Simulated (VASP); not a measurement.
# Nb (P6_3/mmc) in VASP: a series of runs, part 2 of 2

VASP 6.6.1. Earlier steps stand in the parts before.

**4. Single point, PBE**

This run uses another cell than the first one, of 19.02 Å³/atom, 0.993 times its volume.

The input, INCAR:

```
SYSTEM = Nb
PREC     = Accurate       ! precision mode
ENCUT    = 520            ! plane-wave cutoff, eV
EDIFF    = 1E-6           ! SCF threshold, eV
ISMEAR   = 0              ! smearing method
SIGMA    = 0.1            ! smearing width, eV
LREAL    = .False.        ! projectors in reciprocal space
LASPH    = .True.         ! aspherical terms in the spheres
NELM     = 80             ! most SCF steps
ALGO     = Fast           ! electronic algorithm
ISIF     = 2              ! what is computed and relaxed
LWAVE    = .False.        ! write WAVECAR
LCHARG   = .True.         ! write CHGCAR
GGA      = PE             ! functional
LELF     = .True.         ! ELF
LVHAR    = .True.       
NBANDS   = 34             ! bands
```

The input, KPOINTS:

```
Automatic mesh
0
Gamma
  18 18 6
  0 0 0
```

The input, POSCAR:

```
Nb
1.0
    2.8728166962      0.0000000000      0.0000000000
   -1.4364083481      2.4879322393      0.0000000000
    0.0000000000      0.0000000000     10.6467343092
Nb
4
Direct
    0.3333333333      0.6666666667      0.1208013748
    0.6666666667      0.3333333333      0.6208013748
    0.3333333333      0.6666666667      0.3791986252
    0.6666666667      0.3333333333      0.8791986252
```

Potentials or basis: VASP PAW PBE potentials, release 64 (Nb_sv).

On the command line:

```bash
cat potpaw_PBE.64/Nb_sv/POTCAR > POTCAR
mpirun -np 1 vasp_std > vasp.out
```

OUTCAR:

```text
SYSTEM = Nb
   PREC = Accurate
   ENCUT = 520
   EDIFF = 1E-6
   ISMEAR = 0
   LREAL = .False.
   LASPH = .True.
   NELM = 80
   ISIF = 2
   GGA = PE

 ion  position               nearest neighbor table
   1  0.333  0.667  0.121-   3 2.75
   2  0.667  0.333  0.621-   4 2.75
   3  0.333  0.667  0.379-   1 2.75
   4  0.667  0.333  0.879-   2 2.75

  LATTYP: Found a hexagonal cell.
 ALAT       =     2.8728166962
 C/A-ratio  =     3.7060263272

  Lattice vectors:

 A1 = (   2.8728166962,   0.0000000000,   0.0000000000)
 A2 = (  -1.4364083481,   2.4879322393,   0.0000000000)
 A3 = (   0.0000000000,   0.0000000000,  10.6467343092)

Analysis of symmetry for initial positions (statically):
=====================================================================
 Subroutine PRICEL returns:
 Original cell was already a primitive cell.

 Routine SETGRP: Setting up the symmetry group for a
 hexagonal supercell.

 Subroutine GETGRP returns: Found 24 space group operations
 (whereof 12 operations were pure point group operations)
 out of a pool of 24 trial point group operations.

The static configuration has the point symmetry D_3d.
 The point group associated with its full space group is D_6h.

Analysis of symmetry for dynamics (positions and initial velocities):
=====================================================================
 Subroutine PRICEL returns:
 Original cell was already a primitive cell.

 Routine SETGRP: Setting up the symmetry group for a
 hexagonal supercell.

 Subroutine GETGRP returns: Found 24 space group operations
 (whereof 12 operations were pure point group operations)
 out of a pool of 24 trial point group operations.

The dynamic configuration has the point symmetry D_3d.
 The point group associated with its full space group is D_6h.

 Subroutine INISYM returns: Found 24 space group operations
 (whereof 12 operations are pure point group operations),
 and found     1 'primitive' translations

----------------------------------------------------------------------------------------

                                     Primitive cell

  volume of cell :      76.0962

  direct lattice vectors                    reciprocal lattice vectors
     2.872816696  0.000000000  0.000000000     0.348090430  0.200970104  0.000000000
    -1.436408348  2.487932239  0.000000000     0.000000000  0.401940207  0.000000000
     0.000000000  0.000000000 10.646734309     0.000000000  0.000000000  0.093925515

  length of vectors
     2.872816696  2.872816696 10.646734309     0.401940207  0.401940207  0.093925515

  position of ions in fractional coordinates (direct lattice)
     0.333333333  0.666666667  0.120801375
     0.666666667  0.333333333  0.620801375
     0.333333333  0.666666667  0.379198625
     0.666666667  0.333333333  0.879198625

  ion indices of the primitive-cell ions
   primitive index   ion index
                 1           1
                 2           2
                 3           3
                 4           4

----------------------------------------------------------------------------------------

 KPOINTS: Automatic mesh

Automatic generation of k-mesh.
 Grid dimensions read from file:
 generate k-points for:   18   18    6

 Generating k-lattice:

  Cartesian coordinates                     Fractional coordinates (reciprocal lattice)
     0.019338357  0.011165006  0.000000000     0.055555556  0.000000000  0.000000000
     0.000000000  0.022330012  0.000000000     0.000000000  0.055555556  0.000000000
     0.000000000  0.000000000  0.015654252     0.000000000  0.000000000  0.166666667

  Length of vectors
     0.022330012  0.022330012  0.015654252

  Shift w.r.t. Gamma in fractional coordinates (k-lattice)
     0.000000000  0.000000000  0.000000000

 Subroutine IBZKPT returns following result:
 ===========================================

 Found    148 irreducible k-points:

 Following reciprocal coordinates:
            Coordinates               Weight
  0.000000  0.000000  0.000000      1.000000
  0.055556  0.000000  0.000000      6.000000
  0.111111  0.000000  0.000000      6.000000
  0.166667 -0.000000  0.000000      6.000000
  0.222222  0.000000  0.000000      6.000000
  0.277778  0.000000  0.000000      6.000000
[... 16 lines left out ...]
  0.333333  0.111111  0.000000     12.000000
  0.388889  0.111111  0.000000     12.000000
 [... further k-points ...]
   k-points           NKPTS =    148   k-points in BZ     NKDIM =    148   number of bands    NBANDS=     34
   number of dos      NEDOS =    301   number of ions     NIONS =      4
   total plane-waves  NPLWV =  46080
   dimension x,y,z NGX =    24 NGY =   24 NGZ =   80
   dimension x,y,z NGXF=    48 NGYF=   48 NGZF=  160
   ions per type =               4
   NGX,Y,Z   is equivalent  to a cutoff of  13.89, 13.89, 12.49 a.u.
   NGXF,Y,Z  is equivalent  to a cutoff of  27.78, 27.78, 24.98 a.u.
 SYSTEM =  Nb
   PREC   = accura    normal or accurate (medium, high low for compatibility)
   ISTART =      0    job   : 0-new  1-cont  2-samecut
   ICHARG =      2    charge: 1-file 2-atom 10-const
   ISPIN  =      1    spin polarized calculation?
   LNONCOLLINEAR =      F non collinear calculations
   LSORBIT =      F    spin-orbit coupling
   LASPH  =      T    aspherical Exc in radial PAW
   ENCUT  =  520.0 eV  38.22 Ry    6.18 a.u.   5.34  5.34 19.80*2*pi/ulx,y,z
   NELM   =     80;   NELMIN=  2; NELMDL= -5     # of ELM steps
   EDIFF  = 0.1E-05   stopping-criterion for ELM
   LREAL  =      F    real-space projection
   EDIFFG = 0.1E-04   stopping-criterion for IOM
   NSW    =      0    number of steps for IOM
   IBRION =     -1    ionic relax: 0-MD 1-quasi-New 2-CG
   NFREE  =      0    steps in history (QN), initial steepest desc. (CG)
   ISIF   =      2    stress and relaxation
   ISYM   =      2    0-nonsym 1-usesym 2-fastsym
   POTIM  = 0.5000    time-step for ionic-motion
   TEBEG  =    0.0;   TEEND  =   0.0 temperature during run
   PSTRESS=    0.0 pullay stress
   NELECT =      52.0000    total number of electrons
   NUPDOWN=      -1.0000    fix difference up-down
   EMIN   =  10.00;   EMAX   =-10.00  energy-range for DOS
   EFERMI =   0.00;   METHOD = LEGACY
   ISMEAR =     0;   SIGMA  =   0.10  broadening in eV -4-tet -1-fermi 0-gaus
   EFERMI_NEDOS =   21; number of points for ismear=-14 and -15
   IALGO  =     68    algorithm
   IMIX   =      4    mixing-type and parameters
     AMIX     =   0.40;   BMIX     =  1.00
     AMIX_MAG =   1.60;   BMIX_MAG =  1.00
  volume/ion in A,a.u.               =      19.02       128.38
  Fermi-wavevector in a.u.,A,eV,Ry     =   1.441966  2.724920 28.290126  2.079266
  Thomas-Fermi vector in A             =   2.560539
   LORBIT       =      0    0 simple, 1 ext, 2 COOP (PROOUT), +10 PAW based schemes
   GGA     = PE    functional components
   LHFCALC =     F    Hartree Fock is set to
   AEXX    =    0.0000 exact exchange contribution
   IVDW    =     0    specifies the selected vdW correction
   LEPSILON=     F    determine dielectric tensor
   LRPA    =     F    only Hartree local field effects (RPA)
 non-spin polarized calculation
 RMM-DIIS sequential band-by-band and
 Gauss-broadening in eV      SIGMA  =   0.10
  energy-cutoff  :      520.00
  volume of cell :       76.10
 maximum number of plane-waves:      2081
 NGX is ok and might be reduce to    24

 number of electron      51.9999995 magnetization

 Free energy of the ion-electron system (eV)
  ---------------------------------------------------
  ext. energy  EPLUGINS =         0.00000000
  ---------------------------------------------------
  free energy    TOTEN  =       -38.97335629 eV

  energy without entropy =      -38.94753145  energy(sigma->0) =      -38.96044387

 E-fermi :  10.8557     XC(G=0): -12.1794

 val. band max:       10.8524366612   @ k =   0.0000   0.0000   0.3333
 cond. band min:      10.8570506318   @ k =   0.2222   0.0000   0.1667
 fundamental gap:      0.0046139706
 Fermi energy:        10.8557030063

 k-point     1 :       0.0000    0.0000    0.0000
  band No.  band energies     occupation
      1     -44.0283      2.00000
      2     -43.9582      2.00000
      3     -43.9455      2.00000
      4     -43.8740      2.00000
      5     -20.6439      2.00000
      6     -20.1601      2.00000
[... 877 lines left out ...]
     33      13.9821      0.00000
     34      14.7035      0.00000

 [... further k-points ...]

------------------------ aborting loop because EDIFF is reached ----------------------------------------

  FORCE on cell =-STRESS in cart. coord.  units (eV):
  Direction    XX          YY          ZZ          XY          YZ          ZX
  --------------------------------------------------------------------------------------
  -------------------------------------------------------------------------------------
  Total       -0.1352097     -0.1352097     -0.1254480      0.0000000      0.0000000      0.0000000
  in kB       -2.8467909     -2.8467909     -2.6412621      0.0000000      0.0000000      0.0000000
  external PRESSURE =      -2.7782813 kB  Pullay stress =       0.0000000 kB

 VOLUME and BASIS-vectors are now :
 -----------------------------------------------------------------------------
  energy-cutoff  :      520.00
  volume of cell :       76.10
      direct lattice vectors                 reciprocal lattice vectors
     2.872816696  0.000000000  0.000000000     0.348090430  0.200970104  0.000000000
    -1.436408348  2.487932239  0.000000000     0.000000000  0.401940207  0.000000000
     0.000000000  0.000000000 10.646734309     0.000000000  0.000000000  0.093925515

 POSITION                                       TOTAL-FORCE (eV/Angst)
 -----------------------------------------------------------------------------------
     -0.00000      1.65862      1.28614        -0.000000      0.000000     -0.007836
      1.43641      0.82931      6.60951         0.000000     -0.000000     -0.007836
     -0.00000      1.65862      4.03723        -0.000000      0.000000      0.007836
      1.43641      0.82931      9.36059         0.000000     -0.000000      0.007836
 -----------------------------------------------------------------------------------
    total drift:                               -0.000000      0.000000     -0.000000

  FREE ENERGIE OF THE ION-ELECTRON SYSTEM (eV)
  ---------------------------------------------------
  free  energy   TOTEN  =       -38.9733562902 eV

  energy  without entropy=      -38.9475314475  energy(sigma->0) =      -38.96044387
```

Wall time 7.8 min (1 thread of Intel Xeon 6975P-C (Granite Rapids), shared host); peak memory 0.39 GiB.

Results:

| Property | Result |
| --- | --- |
| Free energy | -38.9734 eV |
| Pressure | -0.3 GPa |
| Largest force | 0.008 eV/Å |
| Band gap on the k mesh | zero (band 26 reaches 11.68 eV, above the bottom of band 27 at 10.33 eV) |

Forces in eV/Å, atoms in the order of the input:
```
Nb   0.000  0.000 -0.008
Nb   0.000  0.000 -0.008
Nb   0.000  0.000  0.008
Nb   0.000  0.000  0.008
```

**5. Single point, PBE**

This run uses another cell than the first one: it holds 2 atoms, not 4.

The input, INCAR:

```
PREC     = Accurate       # precision mode
ENCUT    = 520            # plane-wave cutoff, eV
EDIFF    = 1E-6           # SCF threshold, eV
ISMEAR   = 0              # smearing method
SIGMA    = 0.1            # smearing width, eV
LREAL    = False          # projectors in reciprocal space
LASPH    = True           # aspherical terms in the spheres
NELM     = 80             # most SCF steps
ALGO     = Fast           # electronic algorithm
ISIF     = 2              # what is computed and relaxed
LWAVE    = False          # write WAVECAR
LCHARG   = True           # write CHGCAR
GGA      = PE             # functional
LELF     = True           # ELF
LVHAR    = True         
NBANDS   = 20             # bands
```

The input, KPOINTS:

```
Automatic mesh
0
Gamma
  6 6 4
```

The input, POSCAR:

```
Nb
1.0
    2.8376659320      0.0000000000      0.0000000000
   -1.4188329660      2.4574907846      0.0000000000
    0.0000000000      0.0000000000      5.3069538184
Nb
2
Direct
    0.3333333333      0.6666666667      0.2500000000
    0.6666666667      0.3333333333      0.7500000000
```

On the command line:

```bash
cat potpaw_PBE.64/Nb_sv/POTCAR > POTCAR
mpirun -np 1 vasp_std > vasp.out
```

Run time: 30 s. Hardware: 1 thread of Intel Xeon Platinum 8375C at 2.90GHz (Ice Lake), shared host; peak memory 0.16 GiB.

It converged, with:

- Free energy: -19.8861 eV
- Pressure: -0.3 GPa
- Band gap on the k mesh: zero (band 13 reaches 13.29 eV, above the bottom of band 14 at 10.30 eV)

Levels at points of the mesh, in eV from the Fermi level:
| k point | band 9 | band 10 | band 11 | band 12 | band 13 | band 14 | band 15 | band 16 | band 17 | band 18 |
| --- | --- | --- | --- | --- | --- | --- | --- | --- | --- | --- |
| (0.00, 0.00, 0.00) | -6.37 | -4.08 | -1.33 | 0.12 | 0.21 | 0.21 | 0.61 | 0.61 | 2.63 | 2.63 |
| (0.50, 0.00, 0.00) | -3.82 | -3.50 | -3.45 | -0.82 | 0.16 | 0.23 | 0.76 | 4.26 | 5.56 | 5.74 |
| (0.00, 0.00, 0.50) | -4.83 | -4.83 | -1.52 | -1.52 | 0.28 | 0.28 | 0.28 | 0.28 | 3.61 | 3.61 |
| (0.50, 0.00, 0.50) | -3.98 | -3.98 | -2.62 | -2.62 | 1.97 | 1.97 | 2.17 | 2.17 | 4.79 | 4.79 |

Caveat: the k points lie up to 0.43 Å⁻¹ apart.

**6. The runs side by side**

```tsv
cell	k mesh	gap on the mesh (eV)	pressure (GPa)	largest force (eV/Å)
a = 3.065, b = 3.065, c = 9.415 Å, angles 90.0, 90.0, 120.0°, 4 atoms	6 × 6 × 4	none	-0.3	0.01
a = 3.122, b = 3.122, c = 9.145 Å, angles 90.0, 90.0, 120.0°, 4 atoms	6 × 6 × 2	none	-0.5	0.02
a = 2.873, b = 2.873, c = 10.647 Å, angles 90.0, 90.0, 120.0°, 4 atoms	18 × 18 × 6	none	-0.3	0.01
a = 2.838, b = 2.838, c = 5.307 Å, angles 90.0, 90.0, 120.0°, 2 atoms	6 × 6 × 4	none	-0.3	-
```

Alike in all rows: task single point; level PBE; potentials or basis VASP PAW PBE potentials, release 64 (Nb_sv); no spin polarisation; cutoff (eV) 520; smearing gaussian 0.1 eV.

Caveats: some runs use coarse meshes.

Absolute energies hang on the potentials; compare differences alone.
